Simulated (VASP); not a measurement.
SiO2:

```
Si O
1.0
     1.31560    0.75956    4.55198
    -1.31560    0.75956    4.55198
     0.00000   -1.51912    4.55198
Si O
1 2
Cartesian
  0.0000 0.0000 6.8280
  0.0000 0.0000 10.2962
  0.0000 0.0000 3.3598
```

- Program: VASP 6.6.1
- Task: relaxation of cell and atoms
- Functional: PBE
- Dispersion: D3(BJ)
- Potentials or basis: VASP PAW PBE potentials, release 64 (Si, O)
- Cutoff: 600 eV
- k mesh: 6 × 6 × 6
- Occupations: gaussian, width 0.1 eV
- Spin: no spin polarisation

At the start: pressure -12.2 GPa; volume 9.10 Å³/atom.

Q: How do energy, volume and symmetry change on relaxing?

A: Over 14 steps the energy falls by 232.8 meV/atom and the volume is 9.47 Å³/atom (+4.1 %); space group R-3m (No. 166, to 0.1 Å) before and after.

The path:
| step | energy change (eV) | largest force (eV/Å) | pressure (GPa) | volume (Å³) |
| --- | --- | --- | --- | --- |
| 1 | 0.0000 | 3.9595 | -12.18 | 27.29 |
| 2 | -0.0642 | 4.2662 | 41.44 | 24.49 |
| 3 | -0.6349 | 0.4711 | 7.49 | 25.85 |
| 4 | -0.6384 | 0.1628 | 9.45 | 25.76 |
| 5 | -0.6635 | 0.3774 | -5.01 | 27.39 |
| 6 | -0.6748 | 0.3043 | -0.19 | 26.79 |
| 7 | -0.6814 | 0.0097 | 1.06 | 26.94 |
| 8 | -0.6823 | 0.1488 | 1.75 | 27.02 |
| 9 | -0.6870 | 0.1123 | 1.05 | 27.25 |
| 10 | -0.6951 | 0.0011 | -0.79 | 27.92 |
| 11 | -0.6920 | 0.2195 | -3.61 | 29.27 |
| 12 | -0.6966 | 0.0625 | -1.84 | 28.42 |
| 13 | -0.6981 | 0.0683 | 0.82 | 28.39 |
| 14 | -0.6984 | 0.0310 | 0.06 | 28.40 |

Final structure:
```
CELL_PARAMETERS angstrom
1.34549 0.77682 4.52865
-1.34549 0.77682 4.52865
0.00000 -1.55364 4.52865
ATOMIC_POSITIONS crystal
Si 0.50000 0.50000 0.50000
O 0.76617 0.76617 0.76617
O 0.23383 0.23383 0.23383
```

Caveat: the k points lie up to 0.46 Å⁻¹ apart in the final cell.
